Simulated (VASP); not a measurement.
# Sc (Fd-3m) in VASP: notebook

Runs on Sc. Level: r2SCAN. Tasks: relaxation of cell and atoms.

All numbers are computed with VASP 6.6.1; they aren't measurements. Logs are shortened: lines on timing, memory, paths and dates and some standing lists are left out, and cuts for length are marked.

## Step 1: The cell of the first run

It takes space group Fd-3m (No. 227, cubic). The conventional cell has a = 6.380 Å, b = 6.380 Å, c = 6.380 Å, α = 90.00°, β = 90.00°, γ = 90.00°. Within 3.6 Å of Sc (site symmetry -43m) lie 4 Sc at 2.76 Å.

This isn't the form of Sc at room conditions, which is hcp.

## Step 2: Relaxation of cell and atoms, r2SCAN

File POSCAR:

```
Sc
1.0
    0.0000000000      3.1900000000      3.1900000000
    3.1900000000      0.0000000000      3.1900000000
    3.1900000000      3.1900000000      0.0000000000
Sc
2
Direct
    0.0000000000      0.0000000000      0.0000000000
    0.2500000000      0.2500000000      0.2500000000
```

File INCAR.step1:

```
PREC = Accurate
ENCUT = 600
ISMEAR = 1
SIGMA = 0.05
LREAL = False
LASPH = True
NELM = 60
GGA = PE
ALGO = Normal
EDIFF = 1E-4
LWAVE = True
LCHARG = False
```

File INCAR.step2:

```
PREC = Accurate
ENCUT = 600
EDIFF = 1E-6
ISMEAR = 1
SIGMA = 0.05
LREAL = False
LASPH = True
NELM = 60
ALGO = Normal
ISIF = 3
LWAVE = False
LCHARG = False
METAGGA = R2SCAN
LMIXTAU = True
IBRION = 2
NSW = 80
EDIFFG = -0.03
ISTART = 1
```

File KPOINTS:

```
regular mesh
0
Gamma
  6 6 6
```

Potentials or basis: VASP PAW PBE potentials, release 64 (Sc_sv).

Started as:

```
cat potpaw_PBE.64/Sc_sv/POTCAR > POTCAR
cp INCAR.step1 INCAR
mpirun -np 1 vasp_std > vasp.out
cp INCAR.step2 INCAR
mpirun -np 1 vasp_std > vasp.out
```

OUTCAR:

```text
PREC = Accurate
   ENCUT = 600
   EDIFF = 1E-6
   ISMEAR = 1
   LREAL = False
   LASPH = True
   NELM = 60
   ISIF = 3
   METAGGA = R2SCAN
   IBRION = 2
   NSW = 80
   EDIFFG = -0.03
   ISTART = 1

 ion  position               nearest neighbor table
   1  0.000  0.000  0.000-   2 2.76   2 2.76   2 2.76   2 2.76
   2  0.250  0.250  0.250-   1 2.76   1 2.76   1 2.76   1 2.76

  LATTYP: Found a face centered cubic cell.
 ALAT       =     6.3800000000

  Lattice vectors:

 A1 = (   0.0000000000,   3.1900000000,   3.1900000000)
 A2 = (   3.1900000000,   0.0000000000,   3.1900000000)
 A3 = (   3.1900000000,   3.1900000000,   0.0000000000)

Analysis of symmetry for initial positions (statically):
=====================================================================
 Subroutine PRICEL returns:
 Original cell was already a primitive cell.

 Routine SETGRP: Setting up the symmetry group for a
 face centered cubic supercell.

 Subroutine GETGRP returns: Found 48 space group operations
 (whereof 24 operations were pure point group operations)
 out of a pool of 48 trial point group operations.

The static configuration has the point symmetry T_d .
 The point group associated with its full space group is O_h .

Analysis of symmetry for dynamics (positions and initial velocities):
=====================================================================
 Subroutine PRICEL returns:
 Original cell was already a primitive cell.

 Routine SETGRP: Setting up the symmetry group for a
 face centered cubic supercell.

 Subroutine GETGRP returns: Found 48 space group operations
 (whereof 24 operations were pure point group operations)
 out of a pool of 48 trial point group operations.

The dynamic configuration has the point symmetry T_d .
 The point group associated with its full space group is O_h .

 Subroutine INISYM returns: Found 48 space group operations
 (whereof 24 operations are pure point group operations),
 and found     1 'primitive' translations

----------------------------------------------------------------------------------------

                                     Primitive cell

  volume of cell :      64.9235

  direct lattice vectors                    reciprocal lattice vectors
     0.000000000  3.190000000  3.190000000    -0.156739812  0.156739812  0.156739812
     3.190000000  0.000000000  3.190000000     0.156739812 -0.156739812  0.156739812
     3.190000000  3.190000000  0.000000000     0.156739812  0.156739812 -0.156739812

  length of vectors
     4.511341264  4.511341264  4.511341264     0.271481318  0.271481318  0.271481318

  position of ions in fractional coordinates (direct lattice)
     0.000000000  0.000000000  0.000000000
     0.250000000  0.250000000  0.250000000

  ion indices of the primitive-cell ions
   primitive index   ion index
                 1           1
                 2           2

----------------------------------------------------------------------------------------

 KPOINTS: regular mesh

Automatic generation of k-mesh.
 Grid dimensions read from file:
 generate k-points for:    6    6    6

 Generating k-lattice:

  Cartesian coordinates                     Fractional coordinates (reciprocal lattice)
    -0.026123302  0.026123302  0.026123302     0.166666667  0.000000000  0.000000000
     0.026123302 -0.026123302  0.026123302     0.000000000  0.166666667  0.000000000
     0.026123302  0.026123302 -0.026123302     0.000000000  0.000000000  0.166666667

  Length of vectors
     0.045246886  0.045246886  0.045246886

  Shift w.r.t. Gamma in fractional coordinates (k-lattice)
     0.000000000  0.000000000  0.000000000

 Subroutine IBZKPT returns following result:
 ===========================================

 Found     16 irreducible k-points:

 Following reciprocal coordinates:
            Coordinates               Weight
  0.000000  0.000000  0.000000      1.000000
  0.166667  0.000000  0.000000      8.000000
  0.333333  0.000000  0.000000      8.000000
  0.500000  0.000000  0.000000      4.000000
  0.166667  0.166667  0.000000      6.000000
  0.333333  0.166667  0.000000     24.000000
[... 8 lines left out ...]
 -0.333333  0.333333  0.166667     24.000000
 -0.333333  0.500000  0.166667     12.000000
   k-points           NKPTS =     16   k-points in BZ     NKDIM =     16   number of bands    NBANDS=     15
   number of dos      NEDOS =    301   number of ions     NIONS =      2
   total plane-waves  NPLWV =  46656
   dimension x,y,z NGX =    36 NGY =   36 NGZ =   36
   dimension x,y,z NGXF=    72 NGYF=   72 NGZF=   72
   ions per type =               2
   NGX,Y,Z   is equivalent  to a cutoff of  13.27, 13.27, 13.27 a.u.
   NGXF,Y,Z  is equivalent  to a cutoff of  26.53, 26.53, 26.53 a.u.
 SYSTEM =  unknown system
   PREC   = accura    normal or accurate (medium, high low for compatibility)
   ISTART =      1    job   : 0-new  1-cont  2-samecut
   ICHARG =      0    charge: 1-file 2-atom 10-const
   ISPIN  =      1    spin polarized calculation?
   LNONCOLLINEAR =      F non collinear calculations
   LSORBIT =      F    spin-orbit coupling
   LASPH  =      T    aspherical Exc in radial PAW
   ENCUT  =  600.0 eV  44.10 Ry    6.64 a.u.   9.01  9.01  9.01*2*pi/ulx,y,z
   NELM   =     60;   NELMIN=  2; NELMDL=  0     # of ELM steps
   EDIFF  = 0.1E-05   stopping-criterion for ELM
   LREAL  =      F    real-space projection
   EDIFFG = -.3E-01   stopping-criterion for IOM
   NSW    =     80    number of steps for IOM
   IBRION =      2    ionic relax: 0-MD 1-quasi-New 2-CG
   NFREE  =      1    steps in history (QN), initial steepest desc. (CG)
   ISIF   =      3    stress and relaxation
   ISYM   =      2    0-nonsym 1-usesym 2-fastsym
   POTIM  = 0.5000    time-step for ionic-motion
   TEBEG  =    0.0;   TEEND  =   0.0 temperature during run
   PSTRESS=    0.0 pullay stress
   NELECT =      22.0000    total number of electrons
   NUPDOWN=      -1.0000    fix difference up-down
   EMIN   =  10.00;   EMAX   =-10.00  energy-range for DOS
   EFERMI =   0.00;   METHOD = LEGACY
   ISMEAR =     1;   SIGMA  =   0.05  broadening in eV -4-tet -1-fermi 0-gaus
   EFERMI_NEDOS =   21; number of points for ismear=-14 and -15
   IALGO  =     38    algorithm
   IMIX   =      4    mixing-type and parameters
     AMIX     =   0.40;   BMIX     =  1.00
     AMIX_MAG =   1.60;   BMIX_MAG =  1.00
  volume/ion in A,a.u.               =      32.46       219.06
  Fermi-wavevector in a.u.,A,eV,Ry     =   1.141340  2.156820 17.723725  1.302657
  Thomas-Fermi vector in A             =   2.278040
   LORBIT       =      0    0 simple, 1 ext, 2 COOP (PROOUT), +10 PAW based schemes
   METAGGA = R2SCAN    functional components
   LHFCALC =     F    Hartree Fock is set to
   AEXX    =    0.0000 exact exchange contribution
   IVDW    =     0    specifies the selected vdW correction
   LEPSILON=     F    determine dielectric tensor
   LRPA    =     F    only Hartree local field effects (RPA)
 conjugate gradient relaxation of ions
 non-spin polarized calculation
 Methfessel and Paxton  Order N= 1 SIGMA  =   0.05
  energy-cutoff  :      600.00
  volume of cell :       64.92
 maximum number of plane-waves:      2200
   NGX = 17   NGY = 17   NGZ = 17

 number of electron      22.0000004 magnetization

 Free energy of the ion-electron system (eV)
  ---------------------------------------------------
  ext. energy  EPLUGINS =         0.00000000
  ---------------------------------------------------
  free energy    TOTEN  =       -18.40236903 eV

  energy without entropy =      -18.40178487  energy(sigma->0) =      -18.40217431

 E-fermi :   2.0757     XC(G=0):  -9.2585

 val. band max:        2.0498291904   @ k =  -0.3333   0.5000   0.1667
 cond. band min:       2.0938030982   @ k =   0.5000   0.5000   0.0000
 fundamental gap:      0.0439739078
 Fermi energy:         2.0756690869

 k-point     1 :       0.0000    0.0000    0.0000
  band No.  band energies     occupation
      1     -50.0017      2.00000
      2     -49.7367      2.00000
      3     -27.8244      2.00000
      4     -27.8244      2.00000
      5     -27.8243      2.00000
      6     -27.3701      2.00000
      7     -27.3701      2.00000
      8     -27.3701      2.00000
      9      -2.4041      2.00000
     10       2.0400      1.92855
     11       2.0400      1.92854
     12       2.4650     -0.00000
     13       2.4651     -0.00000
     14       2.4651     -0.00000
     15       3.8927      0.00000

 k-point     2 :       0.1667    0.0000    0.0000
  band No.  band energies     occupation
      1     -49.9887      2.00000
      2     -49.7499      2.00000
      3     -27.8395      2.00000
      4     -27.8394      2.00000
      5     -27.8254      2.00000
      6     -27.3727      2.00000
      7     -27.3549      2.00000
      8     -27.3549      2.00000
      9      -2.0305      2.00000
     10       1.9163      2.00006
     11       1.9163      2.00006
     12       2.4688     -0.00000
     13       2.7090     -0.00000
     14       2.7090     -0.00000
     15       3.3899      0.00000

 k-point     3 :       0.3333    0.0000    0.0000
  band No.  band energies     occupation
      1     -49.9571      2.00000
      2     -49.7819      2.00000
      3     -27.8670      2.00000
      4     -27.8670      2.00000
      5     -27.8286      2.00000
      6     -27.3764      2.00000
      7     -27.3272      2.00000
      8     -27.3271      2.00000
      9      -0.9947      2.00000
     10       1.9061      2.00002
     11       1.9061      2.00002
     12       2.1040      0.19120
     13       2.6161     -0.00000
     14       2.7515     -0.00000
     15       2.7516     -0.00000

 k-point     4 :       0.5000    0.0000    0.0000
  band No.  band energies     occupation
      1     -49.9358      2.00000
      2     -49.8034      2.00000
      3     -27.8798      2.00000
      4     -27.8798      2.00000
      5     -27.8308      2.00000
      6     -27.3776      2.00000
      7     -27.3143      2.00000
      8     -27.3143      2.00000
      9       0.2022      2.00000
     10       0.8421      2.00000
     11       1.9869      2.03084
     12       1.9870      2.03089
     13       2.6001     -0.00000
     14       2.6001     -0.00000
     15       2.7470     -0.00000
[... 163 lines left out ...]
 k-point    14 :       0.5000    0.3333    0.1667
  band No.  band energies     occupation
      1     -49.9269      2.00000
      2     -49.8122      2.00000
      3     -27.9283      2.00000
      4     -27.9023      2.00000
      5     -27.7232      2.00000
      6     -27.4805      2.00000
      7     -27.2927      2.00000
      8     -27.2705      2.00000
      9      -0.1677      2.00000
     10       1.2512      2.00000
     11       1.8884      2.00000
     12       2.4469     -0.00000
     13       2.6332     -0.00000
     14       2.9293     -0.00000
     15       3.1181      0.00000

 k-point    15 :      -0.3333    0.3333    0.1667
  band No.  band energies     occupation
      1     -49.9028      2.00000
      2     -49.8365      2.00000
      3     -27.9426      2.00000
      4     -27.9150      2.00000
      5     -27.6898      2.00000
      6     -27.5135      2.00000
      7     -27.2806      2.00000
      8     -27.2582      2.00000
      9       0.8227      2.00000
     10       0.9307      2.00000
     11       1.5992      2.00000
     12       2.4479     -0.00000
     13       2.5331     -0.00000
     14       2.9048     -0.00000
     15       3.2954      0.00000

 k-point    16 :      -0.3333    0.5000    0.1667
  band No.  band energies     occupation
      1     -49.8697      2.00000
      2     -49.8697      2.00000
      3     -27.9380      2.00000
      4     -27.9380      2.00000
      5     -27.6028      2.00000
      6     -27.6028      2.00000
      7     -27.2596      2.00000
      8     -27.2595      2.00000
      9       0.9252      2.00000
     10       0.9253      2.00000
     11       2.0498      1.75906
     12       2.0498      1.75837
     13       2.8763     -0.00000
     14       2.8763     -0.00000
     15       3.4077      0.00000

------------------------ aborting loop because EDIFF is reached ----------------------------------------

  FORCE on cell =-STRESS in cart. coord.  units (eV):
  Direction    XX          YY          ZZ          XY          YZ          ZX
  --------------------------------------------------------------------------------------
  -------------------------------------------------------------------------------------
  Total        0.0352440      0.0352440      0.0352440     -0.0000000     -0.0000000      0.0000000
  in kB        0.8697476      0.8697476      0.8697476     -0.0000000     -0.0000000      0.0000000
  external PRESSURE =       0.8697476 kB  Pullay stress =       0.0000000 kB

 VOLUME and BASIS-vectors are now :
 -----------------------------------------------------------------------------
  energy-cutoff  :      600.00
  volume of cell :       64.92
      direct lattice vectors                 reciprocal lattice vectors
     0.000000000  3.190000000  3.190000000    -0.156739812  0.156739812  0.156739812
     3.190000000  0.000000000  3.190000000     0.156739812 -0.156739812  0.156739812
     3.190000000  3.190000000  0.000000000     0.156739812  0.156739812 -0.156739812

 POSITION                                       TOTAL-FORCE (eV/Angst)
 -----------------------------------------------------------------------------------
      0.00000      0.00000      0.00000         0.000000      0.000000      0.000000
      1.59500      1.59500      1.59500        -0.000000     -0.000000     -0.000000
 -----------------------------------------------------------------------------------
    total drift:                                0.000000      0.000000      0.000000

  FREE ENERGIE OF THE ION-ELECTRON SYSTEM (eV)
  ---------------------------------------------------
  free  energy   TOTEN  =       -18.4023690316 eV

  energy  without entropy=      -18.4017848679  energy(sigma->0) =      -18.40217431

 reached required accuracy - stopping structural energy minimisation
```

Run time: 35 s. Hardware: 1 thread of Intel Xeon 6975P-C (Granite Rapids), shared host; peak memory 0.21 GiB.

What came out:

* Free energy: -18.4024 eV
* Pressure after relaxing: 0.1 GPa
* Band gap on the k mesh: zero (bands 11 and 12 overlap by 0.41 eV)

Final structure:
```
Sc
1.0
     0.00000    3.19000    3.19000
     3.19000    0.00000    3.19000
     3.19000    3.19000    0.00000
Sc
2
Direct
  0.00000 0.00000 0.00000
  0.25000 0.25000 0.25000
```

Levels at points of the mesh, in eV from the Fermi level:
```
           k point  band 9  band 10  band 11  band 12  band 13  band 14
(0.00, 0.00, 0.00)   -4.48    -0.04    -0.04     0.39     0.39     0.39
(0.50, 0.00, 0.00)   -1.87    -1.23    -0.09    -0.09     0.52     0.52
(0.50, 0.50, 0.00)   -1.27    -1.27     0.02     0.02     0.66     0.66
```

Caveat: the relaxation stopped at its first step, so nothing moved; the PAW data sets were made with another functional, which shifts forces and pressure a little.

## Step 3: Relaxation of cell and atoms, r2SCAN, target pressure 5 GPa, at which the enthalpy is minimised

POSCAR is that of step 2.

File INCAR.step1:

```
SYSTEM = Sc
  PREC = Accurate
  ENCUT = 600
  ISMEAR = 1
  SIGMA = 0.05
  LREAL = .FALSE.
  LASPH = .TRUE.
  NELM = 80
  GGA = PE
  ALGO = Normal
  EDIFF = 1E-4
  LWAVE = .TRUE.
  LCHARG = .FALSE.
```

File INCAR.step2:

```
SYSTEM = Sc
  PREC = Accurate
  ENCUT = 600
  EDIFF = 1E-6
  ISMEAR = 1
  SIGMA = 0.05
  LREAL = .FALSE.
  LASPH = .TRUE.
  NELM = 80
  ALGO = Normal
  ISIF = 3
  LWAVE = .FALSE.
  LCHARG = .FALSE.
  METAGGA = R2SCAN
  LMIXTAU = .TRUE.
  IBRION = 2
  NSW = 80
  EDIFFG = -0.03
  PSTRESS = 50.0
  ISTART = 1
```

File KPOINTS:

```
regular mesh
0
G
  6 6 6
  0 0 0
```

Potentials or basis: VASP PAW PBE potentials, release 64 (Sc_sv).

Started as:

```
cat potpaw_PBE.64/Sc_sv/POTCAR > POTCAR
cp INCAR.step1 INCAR
mpirun -np 1 vasp_std > vasp.out
cp INCAR.step2 INCAR
mpirun -np 1 vasp_std > vasp.out
```

It took 4.5 min on 1 thread of Intel Xeon 6975P-C (Granite Rapids), shared host; peak memory 0.23 GiB.

It converged, with:

```yaml
Free_energy: -18.0876 eV
Relaxed_volume: 21.21 Å³/atom
Relaxed_cell: a = 3.915 Å, b = 3.915 Å, c = 3.915 Å, α = 60.00°, β = 60.00°, γ = 60.00°
Space_group_after_relaxing_to_0.1_Å: Fd-3m (No. 227)
Energy_change_on_relaxing_the_run_minimises_the_enthalpy: +157.4 meV/atom
Ionic_steps: 9
Pressure_after_relaxing: 5.1 GPa
Band_gap_on_the_k_mesh: zero (bands 11 and 12 overlap by 1.44 eV)
```

The path:
| step | energy change (eV) | largest force (eV/Å) | pressure (GPa) | volume (Å³) |
| --- | --- | --- | --- | --- |
| 1 | 0.0000 | 0.0000 | 0.09 | 64.92 |
| 2 | 0.0315 | 0.0000 | 2.16 | 56.01 |
| 3 | 0.0816 | 0.0000 | 2.85 | 53.05 |
| 4 | 0.2066 | 0.0000 | 2.93 | 47.45 |
| 5 | 0.5808 | 0.0000 | 13.06 | 37.46 |
| 6 | 0.2574 | 0.0000 | 3.12 | 44.86 |
| 7 | 0.3665 | 0.0000 | 7.08 | 41.05 |
| 8 | 0.2993 | 0.0000 | 4.50 | 42.94 |
| 9 | 0.3147 | 0.0000 | 5.10 | 42.42 |

Final structure:
```cif
data_structure
_symmetry_space_group_name_H-M 'P 1'
_symmetry_Int_Tables_number 1
_cell_length_a 3.9148
_cell_length_b 3.9148
_cell_length_c 3.9148
_cell_angle_alpha 60.000
_cell_angle_beta 60.000
_cell_angle_gamma 60.000
_cell_volume 42.42
loop_
_atom_site_label
_atom_site_type_symbol
_atom_site_fract_x
_atom_site_fract_y
_atom_site_fract_z
_atom_site_occupancy
Sc1 Sc 0.00000 0.00000 0.00000 1
Sc2 Sc 0.25000 0.25000 0.25000 1
```

Levels at points of the mesh, in eV from the Fermi level:
| k point | band 9 | band 10 | band 11 | band 12 | band 13 | band 14 |
| --- | --- | --- | --- | --- | --- | --- |
| (0.00, 0.00, 0.00) | -5.16 | -0.69 | -0.69 | 0.55 | 0.55 | 0.55 |
| (0.50, 0.00, 0.00) | -1.93 | -1.35 | -0.71 | -0.71 | 0.48 | 0.48 |
| (0.50, 0.50, 0.00) | -2.41 | -2.41 | 0.63 | 0.63 | 1.51 | 1.51 |

Caveat: the cell is relaxed towards a set pressure, so the run minimises the enthalpy, not the energy; the volume moved by over 15 % at a fixed basis, so the end points are rough; the PAW data sets were made with another functional, which shifts forces and pressure a little.

The gap in the log of VASP goes by the Fermi energy; the results here count the filled bands.